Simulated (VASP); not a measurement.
# H7NF4 (R3c) in VASP: electric field gradients with r2SCAN

Aim: the electric field gradients of H7NF4 with r2SCAN.

Everything below comes from runs of VASP 6.6.1. Logs are shortened: lines on timing, memory, paths and dates and some standing lists are left out, and cuts for length are marked.

## 1. The cell of the first run

It takes space group R3c (No. 161, trigonal). Conventional cell: a = 7.601 Å, b = 7.601 Å, c = 11.884 Å, α = 90.00°, β = 90.00°, γ = 120.00°. H (site symmetry 3) has 1 N at 1.02 Å within 1.4 Å. Within 1.4 Å of H (site symmetry 1) lie 1 N at 1.03 Å. H (site symmetry 1) has 1 F at 0.98 Å within 1.3 Å. N (site symmetry 3) has 4 H at 1.02 to 1.03 Å within 1.4 Å. Within 1.3 Å of F (site symmetry 1) lie 1 H at 0.98 Å. Within 1.9 Å of F (site symmetry 3) lie 4 H at 1.41 to 1.88 Å.

## 2. Electric field gradients, r2SCAN

Input file POSCAR:

```
H7NF4
1.0
    3.8003387083      2.1941265762      3.9611995283
   -3.8003387083      2.1941265762      3.9611995283
    0.0000000000     -4.3882531525      3.9611995283
H N F
14 2 8
Direct
    0.5838130100      0.5838130100      0.5838130100
    0.0838130100      0.0838130100      0.0838130100
    0.4830975900      0.5913725100      0.3361371400
    0.3361371400      0.4830975900      0.5913725100
    0.5913725100      0.3361371400      0.4830975900
    0.9830975900      0.8361371400      0.0913725100
    0.0913725100      0.9830975900      0.8361371400
    0.8361371400      0.0913725100      0.9830975900
    0.7562035000      0.9352602000      0.5652230000
    0.5652230000      0.7562035000      0.9352602000
    0.0652230000      0.4352602000      0.2562035000
    0.4352602000      0.2562035000      0.0652230000
    0.2562035000      0.0652230000      0.4352602000
    0.9352602000      0.5652230000      0.7562035000
    0.4976906200      0.4976906200      0.4976906200
    0.9976906200      0.9976906200      0.9976906200
    0.7694571200      0.0691858900      0.4413420000
    0.4413420000      0.7694571200      0.0691858900
    0.0691858900      0.4413420000      0.7694571200
    0.2694571200      0.9413420000      0.5691858900
    0.5691858900      0.2694571200      0.9413420000
    0.9413420000      0.5691858900      0.2694571200
    0.7417184100      0.7417184100      0.7417184100
    0.2417184100      0.2417184100      0.2417184100
```

Input file INCAR.step1:

```
SYSTEM = H7NF4
PREC     = Accurate       ! precision mode
ENCUT    = 910            ! plane-wave cutoff, eV
ISMEAR   = -1             ! smearing method
SIGMA    = 0.02           ! smearing width, eV
LREAL    = Auto         
LASPH    = .True.         ! aspherical terms in the spheres
NELM     = 120            ! most SCF steps
NBANDS   = 58             ! bands
GGA      = PE             ! functional
ALGO     = Normal         ! electronic algorithm
EDIFF    = 1E-5           ! SCF threshold, eV
LWAVE    = .True.         ! write WAVECAR
LCHARG   = .False.        ! write CHGCAR
GGA_COMPAT= .False.
```

Input file INCAR.step2:

```
SYSTEM = H7NF4
PREC     = Accurate       ! precision mode
ENCUT    = 910            ! plane-wave cutoff, eV
EDIFF    = 1E-7           ! SCF threshold, eV
ISMEAR   = -1             ! smearing method
SIGMA    = 0.02           ! smearing width, eV
LREAL    = Auto         
LASPH    = .True.         ! aspherical terms in the spheres
NELM     = 120            ! most SCF steps
ALGO     = Normal         ! electronic algorithm
ISIF     = 2              ! what is computed and relaxed
LWAVE    = .False.        ! write WAVECAR
LCHARG   = .False.        ! write CHGCAR
METAGGA  = R2SCAN         ! meta-GGA
LMIXTAU  = .True.       
LEFG     = .True.       
NBANDS   = 58             ! bands
ISTART   = 1            
GGA_COMPAT= .False.
```

Input file KPOINTS:

```
regular mesh
0
Gamma
  4 4 4
  0 0 0
```

Potentials or basis: VASP PAW PBE potentials, release 64 (H_h, N_h, F_h).

The run is started by

```
$ cat potpaw_PBE.64/H_h/POTCAR potpaw_PBE.64/N_h/POTCAR potpaw_PBE.64/F_h/POTCAR > POTCAR
$ cp INCAR.step1 INCAR
$ mpirun -np 1 vasp_std > vasp.out
$ cp INCAR.step2 INCAR
$ mpirun -np 1 vasp_std > vasp.out
```

OUTCAR:

```text
SYSTEM = H7NF4
   PREC = Accurate
   ENCUT = 910
   EDIFF = 1E-7
   ISMEAR = -1
   LREAL = Auto
   LASPH = .True.
   NELM = 120
   ISIF = 2
   METAGGA = R2SCAN
   ISTART = 1

 ion  position               nearest neighbor table
   1  0.584  0.584  0.584-  15 1.02
   2  0.084  0.084  0.084-  16 1.02
   3  0.483  0.591  0.336-  15 1.03
   4  0.336  0.483  0.591-  15 1.03
   5  0.591  0.336  0.483-  15 1.03
   6  0.983  0.836  0.091-  16 1.03
   7  0.091  0.983  0.836-  16 1.03
   8  0.836  0.091  0.983-  16 1.03
   9  0.756  0.935  0.565-  17 0.98
  10  0.565  0.756  0.935-  18 0.98
  11  0.065  0.435  0.256-  22 0.98
  12  0.435  0.256  0.065-  21 0.98
  13  0.256  0.065  0.435-  20 0.98
  14  0.935  0.565  0.756-  19 0.98
  15  0.498  0.498  0.498-   1 1.02   4 1.03   3 1.03   5 1.03
  16  0.998  0.998  0.998-   2 1.02   6 1.03   7 1.03   8 1.03
  17  0.769  0.069  0.441-   9 0.98
  18  0.441  0.769  0.069-  10 0.98
  19  0.069  0.441  0.769-  14 0.98
  20  0.269  0.941  0.569-  13 0.98
  21  0.569  0.269  0.941-  12 0.98
  22  0.941  0.569  0.269-  11 0.98
  23  0.742  0.742  0.742-
  24  0.242  0.242  0.242-

  LATTYP: Found a trigonal (rhomboedric) cell.
 ALAT       =     5.9116721351
 COS(alpha) =     0.1734789354

  Lattice vectors:

 A1 = (   3.8003387083,   2.1941265762,   3.9611995283)
 A2 = (  -3.8003387083,   2.1941265762,   3.9611995283)
 A3 = (   0.0000000000,  -4.3882531525,   3.9611995283)

Analysis of symmetry for initial positions (statically):
=====================================================================
 Subroutine PRICEL returns:
 Original cell was already a primitive cell.

 Routine SETGRP: Setting up the symmetry group for a
 trigonal (rhombohedral) supercell.

 Subroutine GETGRP returns: Found  6 space group operations
 (whereof  3 operations were pure point group operations)
 out of a pool of 12 trial point group operations.

The static configuration has the point symmetry C_3 .
 The point group associated with its full space group is C_3v.

Analysis of symmetry for dynamics (positions and initial velocities):
=====================================================================
 Subroutine PRICEL returns:
 Original cell was already a primitive cell.

 Routine SETGRP: Setting up the symmetry group for a
 trigonal (rhombohedral) supercell.

 Subroutine GETGRP returns: Found  6 space group operations
 (whereof  3 operations were pure point group operations)
 out of a pool of 12 trial point group operations.

The dynamic configuration has the point symmetry C_3 .
 The point group associated with its full space group is C_3v.

 Subroutine INISYM returns: Found  6 space group operations
 (whereof  3 operations are pure point group operations),
 and found     1 'primitive' translations

----------------------------------------------------------------------------------------

                                     Primitive cell

  volume of cell :     198.1810

  direct lattice vectors                    reciprocal lattice vectors
     3.800338708  2.194126576  3.961199528     0.131567220  0.075960370  0.084149594
    -3.800338708  2.194126576  3.961199528    -0.131567220  0.075960370  0.084149594
     0.000000000 -4.388253152  3.961199528     0.000000000 -0.151920740  0.084149594

  length of vectors
     5.911672135  5.911672135  5.911672135     0.173669414  0.173669414  0.173669414

  position of ions in fractional coordinates (direct lattice)
     0.583813010  0.583813010  0.583813010
     0.083813010  0.083813010  0.083813010
     0.483097590  0.591372510  0.336137140
     0.336137140  0.483097590  0.591372510
     0.591372510  0.336137140  0.483097590
     0.983097590  0.836137140  0.091372510
[... 16 lines left out ...]
     0.741718410  0.741718410  0.741718410
     0.241718410  0.241718410  0.241718410

[... 84 lines left out ...]
   ENCUT  =  910.0 eV  66.88 Ry    8.18 a.u.  14.54 14.54 14.54*2*pi/ulx,y,z
   NELM   =    120;   NELMIN=  2; NELMDL=  0     # of ELM steps
   EDIFF  = 0.1E-06   stopping-criterion for ELM
   LREAL  =      T    real-space projection
   EDIFFG = 0.1E-05   stopping-criterion for IOM
   NSW    =      0    number of steps for IOM
   IBRION =     -1    ionic relax: 0-MD 1-quasi-New 2-CG
   NFREE  =      0    steps in history (QN), initial steepest desc. (CG)
   ISIF   =      2    stress and relaxation
   ISYM   =      2    0-nonsym 1-usesym 2-fastsym
   POTIM  = 0.5000    time-step for ionic-motion
   TEBEG  =    0.0;   TEEND  =   0.0 temperature during run
   PSTRESS=    0.0 pullay stress
   NELECT =      80.0000    total number of electrons
   NUPDOWN=      -1.0000    fix difference up-down
   EMIN   =  10.00;   EMAX   =-10.00  energy-range for DOS
   EFERMI =   0.00;   METHOD = LEGACY
   ISMEAR =    -1;   SIGMA  =   0.02  broadening in eV -4-tet -1-fermi 0-gaus
   EFERMI_NEDOS =   21; number of points for ismear=-14 and -15
   IALGO  =     38    algorithm
   IMIX   =      4    mixing-type and parameters
     AMIX     =   0.40;   BMIX     =  1.00
     AMIX_MAG =   1.60;   BMIX_MAG =  1.00
  volume/ion in A,a.u.               =       8.26        55.72
  Fermi-wavevector in a.u.,A,eV,Ry     =   1.209904  2.286387 19.917123  1.463867
  Thomas-Fermi vector in A             =   2.345467
   LORBIT       =      0    0 simple, 1 ext, 2 COOP (PROOUT), +10 PAW based schemes
   METAGGA = R2SCAN    functional components
   LHFCALC =     F    Hartree Fock is set to
   AEXX    =    0.0000 exact exchange contribution
   IVDW    =     0    specifies the selected vdW correction
   LEPSILON=     F    determine dielectric tensor
   LRPA    =     F    only Hartree local field effects (RPA)
 non-spin polarized calculation
  energy-cutoff  :      910.00
  volume of cell :      198.18
 maximum number of plane-waves:     12427
 NGX is ok and might be reduce to    60
   NGX = 29   NGY = 29   NGZ = 29

 number of electron      79.9999988 magnetization

 Free energy of the ion-electron system (eV)
  ---------------------------------------------------
  ext. energy  EPLUGINS =         0.00000000
  ---------------------------------------------------
  free energy    TOTEN  =      -123.74915873 eV

  energy without entropy =     -123.74915873  energy(sigma->0) =     -123.74915873

 E-fermi :  -4.1866     XC(G=0):  -8.4964

 val. band max:       -4.6936099668   @ k =   0.0000   0.0000   0.0000
 cond. band min:       3.5982736310   @ k =   0.0000   0.0000   0.0000
 fundamental gap:      8.2918835978
 Fermi energy:        -4.1866156738

 k-point     1 :       0.0000    0.0000    0.0000
  band No.  band energies     occupation
      1     -26.7876      2.00000
      2     -26.5699      2.00000
      3     -26.3090      2.00000
      4     -26.3090      2.00000
      5     -26.2638      2.00000
      6     -26.2638      2.00000
[... 704 lines left out ...]
     51      10.0793      0.00000
     52      10.0793      0.00000
 [bands above 52 left out]

------------------------ aborting loop because EDIFF is reached ----------------------------------------

  FORCE on cell =-STRESS in cart. coord.  units (eV):
  Direction    XX          YY          ZZ          XY          YZ          ZX
  --------------------------------------------------------------------------------------
  -------------------------------------------------------------------------------------
  Total       -0.6254172     -0.6254172     -0.5533867      0.0000000      0.0000000      0.0000000
  in kB       -5.0561325     -5.0561325     -4.4738079      0.0000000      0.0000000      0.0000000
  external PRESSURE =      -4.8620243 kB  Pullay stress =       0.0000000 kB

 VOLUME and BASIS-vectors are now :
 -----------------------------------------------------------------------------
  energy-cutoff  :      910.00
  volume of cell :      198.18
      direct lattice vectors                 reciprocal lattice vectors
     3.800338708  2.194126576  3.961199528     0.131567220  0.075960370  0.084149594
    -3.800338708  2.194126576  3.961199528    -0.131567220  0.075960370  0.084149594
     0.000000000 -4.388253152  3.961199528     0.000000000 -0.151920740  0.084149594

 POSITION                                       TOTAL-FORCE (eV/Angst)
 -----------------------------------------------------------------------------------
      0.00000     -0.00000      6.93780         0.000000      0.000000     -0.015207
      0.00000     -0.00000      0.99600         0.000000      0.000000     -0.015207
     -0.41148      0.88247      5.58770         0.018336     -0.035103     -0.001928
     -0.55850     -0.79759      5.58770         0.021232      0.033431     -0.001928
      0.96998     -0.08488      5.58770        -0.039568      0.001672     -0.001928
      0.55850      3.59067      7.56830        -0.021232      0.033431     -0.001928
[... 16 lines left out ...]
      0.00000     -0.00000      8.81428         0.000000      0.000000     -0.001775
      0.00000     -0.00000      2.87248         0.000000      0.000000     -0.001775
 -----------------------------------------------------------------------------------
    total drift:                               -0.000000     -0.000001     -0.030041

  FREE ENERGIE OF THE ION-ELECTRON SYSTEM (eV)
  ---------------------------------------------------
  free  energy   TOTEN  =      -123.7491587317 eV

  energy  without entropy=     -123.7491587317  energy(sigma->0) =     -123.74915873

 Electric field gradients (V/A^2)
---------------------------------------------------------------------
 ion       V_xx      V_yy      V_zz      V_xy      V_xz      V_yz
---------------------------------------------------------------------
   1     -14.961   -14.961    29.922     0.000     0.000    -0.000
   2     -14.961   -14.961    29.922    -0.000    -0.000    -0.000
   3      -7.419    17.062    -9.642   -14.465     5.491   -11.794
   4      -1.586    11.228    -9.642    17.833     7.468    10.652
   5      23.468   -13.826    -9.642    -3.368   -12.959     1.141
   6      -1.586    11.228    -9.642   -17.833    -7.468    10.652
[... 16 lines left out ...]
  23      28.744    28.744   -57.488    -0.000    -0.000     0.000
  24      28.744    28.744   -57.488     0.000     0.000     0.000
---------------------------------------------------------------------

 Electric field gradients after diagonalization (V/A^2)
 (convention: |V_zz| > |V_xx| > |V_yy|)
----------------------------------------------------------------------
 ion       V_xx      V_yy      V_zz     asymmetry (V_yy - V_xx)/ V_zz
----------------------------------------------------------------------
   1     -14.961   -14.961    29.922       0.000
   2     -14.961   -14.961    29.922       0.000
   3     -14.139   -14.098    28.238       0.001
   4     -14.139   -14.098    28.238       0.001
   5     -14.139   -14.098    28.238       0.001
   6     -14.139   -14.098    28.238       0.001
[... 16 lines left out ...]
  23      28.744    28.744   -57.488       0.000
  24      28.744    28.744   -57.488       0.000
----------------------------------------------------------------------

           NMR quadrupolar parameters

 Cq : quadrupolar parameter    Cq=e*Q*V_zz/h
 eta: asymmetry parameters     (V_yy - V_xx)/ V_zz
 Q  : nuclear electric quadrupole moment in mb (millibarn)
----------------------------------------------------------------------
 ion       Cq(MHz)       eta       Q (mb)
----------------------------------------------------------------------
   1       0.072       0.000       1.000
   2       0.072       0.000       1.000
   3       0.068       0.001       1.000
   4       0.068       0.001       1.000
   5       0.068       0.001       1.000
   6       0.068       0.001       1.000
[... 16 lines left out ...]
  23      -0.139       0.000       1.000
  24      -0.139       0.000       1.000
----------------------------------------------------------------------
```

It took 55 min on 1 thread of AMD EPYC, shared host; peak memory 0.63 GiB.

Results:

```
Free energy                             : -123.7492 eV
Pressure                                : -0.5 GPa
Largest force                           : 0.148 eV/Å
Band gap on the k mesh                  : 8.29 eV
Largest electric field gradient by atom : H +29.9, +28.2, +23.7 (each value once); N +2.3; F +184.2, -57.5 (each value once) V/Å²
```

Forces on the atoms (eV/Å):
```
H    0.000  0.000 -0.015
H    0.000  0.000 -0.015
H    0.018 -0.035 -0.002
H    0.021  0.033 -0.002
H   -0.040  0.002 -0.002
H   -0.021  0.033 -0.002
H   -0.018 -0.035 -0.002
H    0.040  0.002 -0.002
H   -0.067  0.131  0.016
H   -0.080 -0.123  0.016
H   -0.147 -0.008  0.016
H    0.067  0.131  0.016
H    0.080 -0.123  0.016
H    0.147 -0.008  0.016
N    0.000  0.000  0.022
N    0.000  0.000  0.022
F    0.082 -0.118 -0.016
F    0.061  0.130 -0.016
F   -0.144 -0.012 -0.016
F   -0.061  0.130 -0.016
F   -0.082 -0.118 -0.016
F    0.144 -0.012 -0.016
F    0.000  0.000 -0.002
F    0.000  0.000 -0.002
```

Levels at points of the mesh, in eV from the valence-band top:
| k point | band 38 | band 39 | band 40 | band 41 | band 42 | band 43 |
| --- | --- | --- | --- | --- | --- | --- |
| (0.00, 0.00, 0.00) | -0.02 | -0.02 | 0.00 | 8.29 | 12.41 | 12.41 |
| (0.50, 0.00, 0.00) | -0.16 | -0.06 | -0.06 | 9.92 | 9.92 | 12.90 |
| (0.50, 0.50, 0.00) | -0.16 | -0.09 | -0.04 | 10.79 | 10.85 | 11.11 |
| (0.50, 0.50, 0.50) | -0.23 | -0.22 | -0.22 | 11.10 | 11.10 | 12.19 |

Electric field gradients, principal values (V/Å²):
```
atom    least    middle  greatest (by size)
 1 H  -14.961   -14.961              29.922
 2 H  -14.961   -14.961              29.922
 3 H  -14.098   -14.139              28.238
 4 H  -14.098   -14.139              28.238
 5 H  -14.098   -14.139              28.238
 6 H  -14.098   -14.139              28.238
 7 H  -14.098   -14.139              28.238
 8 H  -14.098   -14.139              28.238
 9 H  -11.701   -11.997              23.698
10 H  -11.701   -11.997              23.698
11 H  -11.701   -11.997              23.698
12 H  -11.701   -11.997              23.698
13 H  -11.701   -11.997              23.698
14 H  -11.701   -11.997              23.698
15 N   -1.131    -1.131               2.262
16 N   -1.131    -1.131               2.262
17 F  -83.156  -101.025             184.182
18 F  -83.156  -101.025             184.182
19 F  -83.156  -101.025             184.182
20 F  -83.156  -101.025             184.182
21 F  -83.156  -101.025             184.182
22 F  -83.156  -101.025             184.182
23 F   28.744    28.744             -57.488
24 F   28.744    28.744             -57.488
```

Caveat: without QUAD_EFG the Cq values of the log hold for a quadrupole moment of 1 mb, not for the nuclei; the PAW data sets were made with another functional, which shifts forces and pressure a little.
